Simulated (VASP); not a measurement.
# Zn in VASP: notebook

Zn is run at these levels: PBEsol+D4, PBE+D4, PBEsol, r2SCAN+D4, b88 exchange, pbe correlation; tasks: single point.

All numbers are computed with VASP 6.6.1; they aren't measurements. Logs are shortened: lines on timing, memory, paths and dates and some standing lists are left out, and cuts for length are marked.

**1. The cell of the first run**

It takes space group Im-3m (No. 229, cubic). Conventional cell: a = 3.179 Å, b = 3.179 Å, c = 3.179 Å, α = 90.00°, β = 90.00°, γ = 90.00°. Zn (site symmetry m-3m) has 14 Zn at 2.75 to 3.18 Å within 3.6 Å.

This isn't the form of Zn at room conditions, which is hcp.

**2. Single point, PBEsol+D4 (16.07 Å³/atom)**

INCAR

```
ALGO     = Normal         # electronic algorithm
EDIFF    = 1E-6           # SCF threshold, eV
ENCUT    = 500            # plane-wave cutoff, eV
GGA      = PS             # functional
GGA_COMPAT= False        
ISIF     = 2              # what is computed and relaxed
ISMEAR   = 1              # smearing method
IVDW     = 13             # dispersion correction
LASPH    = True           # aspherical terms in the spheres
LCHARG   = False          # write CHGCAR
LREAL    = False          # projectors in reciprocal space
LWAVE    = False          # write WAVECAR
NBANDS   = 12             # bands
NELM     = 120            # most SCF steps
PREC     = Accurate       # precision mode
SIGMA    = 0.15           # smearing width, eV
```

KPOINTS

```
k-points
0
Gamma
  12 12 12
```

POSCAR

```
Zn
1.0
   -1.5896845900      1.5896845900      1.5896845900
    1.5896845900     -1.5896845900      1.5896845900
    1.5896845900      1.5896845900     -1.5896845900
Zn
1
Direct
    0.0000000000      0.0000000000      0.0000000000
```

Potentials or basis: VASP PAW PBE potentials, release 64 (Zn).

Launch:

```bash
$ cat potpaw_PBE.64/Zn/POTCAR > POTCAR
$ mpirun -np 1 vasp_std > vasp.out
```

OUTCAR:

```text
EDIFF = 1E-6
   ENCUT = 500
   GGA = PS
   ISIF = 2
   ISMEAR = 1
   IVDW = 13
   LASPH = True
   LREAL = False
   NELM = 120
   PREC = Accurate

 ion  position               nearest neighbor table
   1  0.000  0.000  0.000-

  LATTYP: Found a body centered cubic cell.
 ALAT       =     3.1793691800

  Lattice vectors:

 A1 = (  -1.5896845900,   1.5896845900,   1.5896845900)
 A2 = (   1.5896845900,  -1.5896845900,   1.5896845900)
 A3 = (   1.5896845900,   1.5896845900,  -1.5896845900)

Analysis of symmetry for initial positions (statically):
=====================================================================
 Subroutine PRICEL returns:
 Original cell was already a primitive cell.

 Routine SETGRP: Setting up the symmetry group for a
 body centered cubic supercell.

 Subroutine GETGRP returns: Found 48 space group operations
 (whereof 48 operations were pure point group operations)
 out of a pool of 48 trial point group operations.

The static configuration has the point symmetry O_h .

Analysis of symmetry for dynamics (positions and initial velocities):
=====================================================================
 Subroutine PRICEL returns:
 Original cell was already a primitive cell.

 Routine SETGRP: Setting up the symmetry group for a
 body centered cubic supercell.

 Subroutine GETGRP returns: Found 48 space group operations
 (whereof 48 operations were pure point group operations)
 out of a pool of 48 trial point group operations.

The dynamic configuration has the point symmetry O_h .

 Subroutine INISYM returns: Found 48 space group operations
 (whereof 48 operations are pure point group operations),
 and found     1 'primitive' translations

----------------------------------------------------------------------------------------

                                     Primitive cell

  volume of cell :      16.0691

  direct lattice vectors                    reciprocal lattice vectors
    -1.589684590  1.589684590  1.589684590     0.000000000  0.314527802  0.314527802
     1.589684590 -1.589684590  1.589684590     0.314527802  0.000000000  0.314527802
     1.589684590  1.589684590 -1.589684590     0.314527802  0.314527802  0.000000000

  length of vectors
     2.753414478  2.753414478  2.753414478     0.444809483  0.444809483  0.444809483

  position of ions in fractional coordinates (direct lattice)
     0.000000000  0.000000000  0.000000000

  ion indices of the primitive-cell ions
   primitive index   ion index
                 1           1

----------------------------------------------------------------------------------------

 KPOINTS: k-points

Automatic generation of k-mesh.
 Grid dimensions read from file:
 generate k-points for:   12   12   12

 Generating k-lattice:

  Cartesian coordinates                     Fractional coordinates (reciprocal lattice)
     0.000000000  0.026210650  0.026210650     0.083333333  0.000000000  0.000000000
     0.026210650  0.000000000  0.026210650     0.000000000  0.083333333  0.000000000
     0.026210650  0.026210650  0.000000000     0.000000000  0.000000000  0.083333333

  Length of vectors
     0.037067457  0.037067457  0.037067457

  Shift w.r.t. Gamma in fractional coordinates (k-lattice)
     0.000000000  0.000000000  0.000000000

 Subroutine IBZKPT returns following result:
 ===========================================

 Found     72 irreducible k-points:

 Following reciprocal coordinates:
            Coordinates               Weight
  0.000000  0.000000  0.000000      1.000000
  0.083333  0.000000  0.000000     12.000000
  0.166667  0.000000  0.000000     12.000000
  0.250000  0.000000  0.000000     12.000000
  0.333333  0.000000  0.000000     12.000000
  0.416667  0.000000  0.000000     12.000000
[... 16 lines left out ...]
  0.333333  0.083333  0.083333     24.000000
  0.416667  0.083333  0.083333     12.000000
 [... further k-points ...]
   k-points           NKPTS =     72   k-points in BZ     NKDIM =     72   number of bands    NBANDS=     12
   number of dos      NEDOS =    301   number of ions     NIONS =      1
   total plane-waves  NPLWV =   8000
   dimension x,y,z NGX =    20 NGY =   20 NGZ =   20
   dimension x,y,z NGXF=    40 NGYF=   40 NGZF=   40
   ions per type =               1
   NGX,Y,Z   is equivalent  to a cutoff of  12.08, 12.08, 12.08 a.u.
   NGXF,Y,Z  is equivalent  to a cutoff of  24.15, 24.15, 24.15 a.u.
 SYSTEM =  unknown system
   PREC   = accura    normal or accurate (medium, high low for compatibility)
   ISTART =      0    job   : 0-new  1-cont  2-samecut
   ICHARG =      2    charge: 1-file 2-atom 10-const
   ISPIN  =      1    spin polarized calculation?
   LNONCOLLINEAR =      F non collinear calculations
   LSORBIT =      F    spin-orbit coupling
   LASPH  =      T    aspherical Exc in radial PAW
   ENCUT  =  500.0 eV  36.75 Ry    6.06 a.u.   5.02  5.02  5.02*2*pi/ulx,y,z
   NELM   =    120;   NELMIN=  2; NELMDL= -5     # of ELM steps
   EDIFF  = 0.1E-05   stopping-criterion for ELM
   LREAL  =      F    real-space projection
   EDIFFG = 0.1E-04   stopping-criterion for IOM
   NSW    =      0    number of steps for IOM
   IBRION =     -1    ionic relax: 0-MD 1-quasi-New 2-CG
   NFREE  =      0    steps in history (QN), initial steepest desc. (CG)
   ISIF   =      2    stress and relaxation
   ISYM   =      2    0-nonsym 1-usesym 2-fastsym
   POTIM  = 0.5000    time-step for ionic-motion
   TEBEG  =    0.0;   TEEND  =   0.0 temperature during run
   PSTRESS=    0.0 pullay stress
   NELECT =      12.0000    total number of electrons
   NUPDOWN=      -1.0000    fix difference up-down
   EMIN   =  10.00;   EMAX   =-10.00  energy-range for DOS
   EFERMI =   0.00;   METHOD = LEGACY
   ISMEAR =     1;   SIGMA  =   0.15  broadening in eV -4-tet -1-fermi 0-gaus
   EFERMI_NEDOS =   21; number of points for ismear=-14 and -15
   IALGO  =     38    algorithm
   IMIX   =      4    mixing-type and parameters
     AMIX     =   0.40;   BMIX     =  1.00
     AMIX_MAG =   1.60;   BMIX_MAG =  1.00
  volume/ion in A,a.u.               =      16.07       108.44
  Fermi-wavevector in a.u.,A,eV,Ry     =   1.485266  2.806746 30.014664  2.206016
  Thomas-Fermi vector in A             =   2.598699
   LORBIT       =      0    0 simple, 1 ext, 2 COOP (PROOUT), +10 PAW based schemes
   GGA     = PS    functional components
   LHFCALC =     F    Hartree Fock is set to
   AEXX    =    0.0000 exact exchange contribution
   IVDW    =    13    specifies the selected vdW correction
   LEPSILON=     F    determine dielectric tensor
   LRPA    =     F    only Hartree local field effects (RPA)
 non-spin polarized calculation
 Methfessel and Paxton  Order N= 1 SIGMA  =   0.15
  energy-cutoff  :      500.00
  volume of cell :       16.07
 maximum number of plane-waves:       420
   NGX =  9   NGY =  9   NGZ =  9

 number of electron      11.9999990 magnetization

 Free energy of the ion-electron system (eV)
  ---------------------------------------------------
  ext. energy  EPLUGINS =         0.00000000
  ---------------------------------------------------
  free energy    TOTEN  =        -1.44526725 eV

  energy without entropy =       -1.44501786  energy(sigma->0) =       -1.44518412

 E-fermi :   2.5755     XC(G=0): -11.4266

 val. band max:        2.5413152469   @ k =   0.5000   0.5000   0.2500
 cond. band min:       2.7196301952   @ k =   0.3333   0.2500   0.0833
 fundamental gap:      0.1783149483
 Fermi energy:         2.5754521999

 k-point     1 :       0.0000    0.0000    0.0000
  band No.  band energies     occupation
      1      -7.3973      2.00000
      2      -4.9720      2.00000
      3      -4.9720      2.00000
      4      -4.9720      2.00000
      5      -4.5042      2.00000
      6      -4.5042      2.00000
      7      20.9395      0.00000
      8      20.9395      0.00000
      9      20.9395      0.00000
     10      23.0218      0.00000
     11      23.0218      0.00000
     12      23.0218      0.00000

 k-point     2 :       0.0833    0.0000    0.0000
  band No.  band energies     occupation
      1      -7.1848      2.00000
      2      -4.9908      2.00000
      3      -4.9669      2.00000
      4      -4.9242      2.00000
      5      -4.5215      2.00000
      6      -4.5030      2.00000
      7      18.3782      0.00000
      8      19.6183      0.00000
      9      20.1272      0.00000
     10      21.5721      0.00000
     11      21.6386      0.00000
     12      22.7082      0.00000

 k-point     3 :       0.1667    0.0000    0.0000
  band No.  band energies     occupation
      1      -6.5755      2.00000
      2      -5.0420      2.00000
      3      -4.9371      2.00000
      4      -4.7909      2.00000
      5      -4.5546      2.00000
      6      -4.4994      2.00000
      7      14.3196      0.00000
      8      17.6707      0.00000
      9      18.5102      0.00000
     10      20.1462      0.00000
     11      20.5974      0.00000
     12      23.2324      0.00000

 k-point     4 :       0.2500    0.0000    0.0000
  band No.  band energies     occupation
      1      -5.8002      2.00000
      2      -5.1116      2.00000
      3      -4.6762      2.00000
      4      -4.6018      2.00000
      5      -4.5657      2.00000
      6      -4.4930      2.00000
      7      10.4462      0.00000
      8      15.9686      0.00000
      9      17.0400      0.00000
     10      18.9997      0.00000
     11      19.8166      0.00000
     12      24.3623      0.00000

 k-point     5 :       0.3333    0.0000    0.0000
  band No.  band energies     occupation
      1      -5.5319      2.00000
      2      -5.1809      2.00000
      3      -4.5581      2.00000
      4      -4.4850      2.00000
      5      -4.4038      2.00000
      6      -3.4950      2.00000
      7       6.9050      0.00000
      8      14.6667      0.00000
      9      15.9330      0.00000
     10      18.1984      0.00000
     11      19.2707      0.00000
     12      25.9480      0.00000
[... 228 lines left out ...]
      1      -5.5134      2.00000
      2      -5.1185      2.00000
      3      -5.0065      2.00000
      4      -4.5450      2.00000
      5      -4.5047      2.00000
      6      -4.0965      2.00000
      7      10.7872      0.00000
      8      12.9938      0.00000
      9      13.4988      0.00000
     10      23.2279      0.00000
     11      23.3295      0.00000
     12      24.8711      0.00000

 k-point    22 :       0.2500    0.0833    0.0833
  band No.  band energies     occupation
      1      -5.3658      2.00000
      2      -5.1840      2.00000
      3      -4.6967      2.00000
      4      -4.5374      2.00000
      5      -4.4874      2.00000
      6      -2.9217      2.00000
      7       7.2868      0.00000
      8      11.8369      0.00000
      9      12.4869      0.00000
     10      22.3808      0.00000
     11      22.8048      0.00000
     12      26.4334      0.00000

 k-point    23 :       0.3333    0.0833    0.0833
  band No.  band energies     occupation
      1      -5.4133      2.00000
      2      -5.2288      2.00000
      3      -4.5228      2.00000
      4      -4.4770      2.00000
      5      -4.4767      2.00000
      6      -1.0849      2.00000
      7       4.1509     -0.00000
      8      11.1249      0.00000
      9      11.8728      0.00000
     10      21.8380      0.00000
     11      22.4323      0.00000
     12      28.3840      0.00000

 k-point    24 :       0.4167    0.0833    0.0833
  band No.  band energies     occupation
      1      -5.4380      2.00000
      2      -5.2447      2.00000
      3      -4.5145      2.00000
      4      -4.4735      2.00000
      5      -4.4063      2.00000
      6       0.7913      2.00000
      7       1.8525      2.00000
      8      10.8831      0.00000
      9      11.6669      0.00000
     10      21.6554      0.00000
     11      22.3040      0.00000
     12      30.0045      0.00000

 [... further k-points ...]

------------------------ aborting loop because EDIFF is reached ----------------------------------------

  DFT-D4 for vdW energy calculation

  Edisp (eV):   -0.17589

  FORCE on cell =-STRESS in cart. coord.  units (eV):
  Direction    XX          YY          ZZ          XY          YZ          ZX
  --------------------------------------------------------------------------------------
  -------------------------------------------------------------------------------------
  Total      -0.83434    -0.83434    -0.83434     0.00000     0.00000    -0.00000
  in kB     -83.18822   -83.18822   -83.18822     0.00000     0.00000    -0.00000
  external pressure =      -83.19 kB  Pullay stress =        0.00 kB

 VOLUME and BASIS-vectors are now :
 -----------------------------------------------------------------------------
  energy-cutoff  :      500.00
  volume of cell :       16.07
      direct lattice vectors                 reciprocal lattice vectors
    -1.589684590  1.589684590  1.589684590     0.000000000  0.314527802  0.314527802
     1.589684590 -1.589684590  1.589684590     0.314527802  0.000000000  0.314527802
     1.589684590  1.589684590 -1.589684590     0.314527802  0.314527802  0.000000000

 POSITION                                       TOTAL-FORCE (eV/Angst)
 -----------------------------------------------------------------------------------
      0.00000      0.00000      0.00000         0.000000     -0.000000     -0.000000
 -----------------------------------------------------------------------------------
    total drift:                                0.000000     -0.000000      0.000000

  FREE ENERGIE OF THE ION-ELECTRON SYSTEM (eV)
  ---------------------------------------------------
  free  energy   TOTEN  =        -1.6211599837 eV

  energy  without entropy=       -1.6209105881  energy(sigma->0) =       -1.62107685
```

Run time: 7.2 s. Hardware: 1 thread of Intel Xeon Platinum 8488C (Sapphire Rapids), shared host; peak memory 0.13 GiB.

What came out:

* Free energy: -1.6212 eV
* Pressure: -8.3 GPa
* Band gap on the k mesh: zero (bands 6 and 7 overlap by 5.16 eV)
* Dispersion energy per atom: -0.176 eV

Caveat: the cell stands under tension; the PAW data sets were made with another functional, which shifts forces and pressure a little.

**3. Single point, PBE+D4**

This run uses another cell than the first one, of 15.45 Å³/atom.

INCAR

```
ALGO = Normal
EDIFF = 1E-6
ENCUT = 500
GGA = PE
GGA_COMPAT = F
ISIF = 2
ISMEAR = -1
IVDW = 13
LASPH = T
LCHARG = F
LREAL = F
LWAVE = F
NBANDS = 12
NELM = 120
PREC = Accurate
SIGMA = 0.01
```

KPOINTS is that of step 2.

POSCAR

```
Zn
1.0
   -1.5690370000      1.5690370000      1.5690370000
    1.5690370000     -1.5690370000      1.5690370000
    1.5690370000      1.5690370000     -1.5690370000
Zn
1
Direct
    0.0000000000      0.0000000000      0.0000000000
```

Potentials or basis: VASP PAW PBE potentials, release 64 (Zn).

Launch:

```bash
$ cat potpaw_PBE.64/Zn/POTCAR > POTCAR
$ mpirun -np 1 vasp_std > vasp.out
```

Run time: 6.9 s. Hardware: 1 thread of Intel Xeon Platinum 8488C (Sapphire Rapids), shared host; peak memory 0.12 GiB.

The run converged. Its results:

| Quantity | Value |
| --- | --- |
| Free energy | -1.3307 eV |
| Pressure | -3.0 GPa |
| Band gap on the k mesh | zero (bands 6 and 7 overlap by 5.18 eV) |
| Dispersion energy per atom | -0.314 eV |

Levels at points of the mesh, in eV from the Fermi level:
```tsv
k point	band 4	band 5	band 6	band 7	band 8	band 9
(0.00, 0.00, 0.00)	-7.70	-7.20	-7.20	19.02	19.02	19.02
(0.50, 0.00, 0.00)	-7.17	-6.87	-2.59	-0.94	11.33	12.72
(0.50, 0.50, 0.50)	-6.95	-6.95	4.24	4.24	4.24	7.50
```

**4. Single point, PBEsol (17.77 Å³/atom)**

This run uses another cell than the first one, of 17.77 Å³/atom.

INCAR

```
SYSTEM = Zn
  ALGO = Normal
  EDIFF = 1E-6
  ENCUT = 500
  GGA = PS
  GGA_COMPAT = .False.
  ISIF = 2
  ISMEAR = -1
  LASPH = .True.
  LCHARG = .False.
  LREAL = .False.
  LWAVE = .False.
  NBANDS = 12
  NELM = 120
  PREC = Accurate
  SIGMA = 0.1
```

KPOINTS

```
k-points
0
Gamma
  12 12 12
  0 0 0
```

POSCAR

```
Zn
1.0
   -1.6438636750      1.6438636750      1.6438636750
    1.6438636750     -1.6438636750      1.6438636750
    1.6438636750      1.6438636750     -1.6438636750
Zn
1
Direct
    0.0000000000      0.0000000000      0.0000000000
```

Launch:

```bash
$ cat potpaw_PBE.64/Zn/POTCAR > POTCAR
$ mpirun -np 1 vasp_std > vasp.out
```

Wall time 7 s (1 thread of Intel Xeon Platinum 8488C (Sapphire Rapids), shared host); peak memory 0.14 GiB.

The run converged. Its results:

```yaml
Free_energy: -1.3625 eV
Pressure: -9.6 GPa
Band_gap_on_the_k_mesh: zero (bands 6 and 7 overlap by 5.16 eV)
```

Levels at points of the mesh, in eV from the Fermi level:
```
           k point  band 3  band 4  band 5  band 6  band 7  band 8  band 9  band 10
(0.00, 0.00, 0.00)   -7.31   -7.31   -6.92   -6.92   16.84   16.84   16.84    19.59
(0.50, 0.00, 0.00)   -6.94   -6.89   -6.66   -2.05   -1.16   10.22   11.77    14.21
(0.50, 0.50, 0.50)   -6.72   -6.72   -6.72    4.00    4.00    4.00    5.97     8.11
```

Caveat: the cell stands under tension; the PAW data sets were made with another functional, which shifts forces and pressure a little.

[end of part 1 of 2]
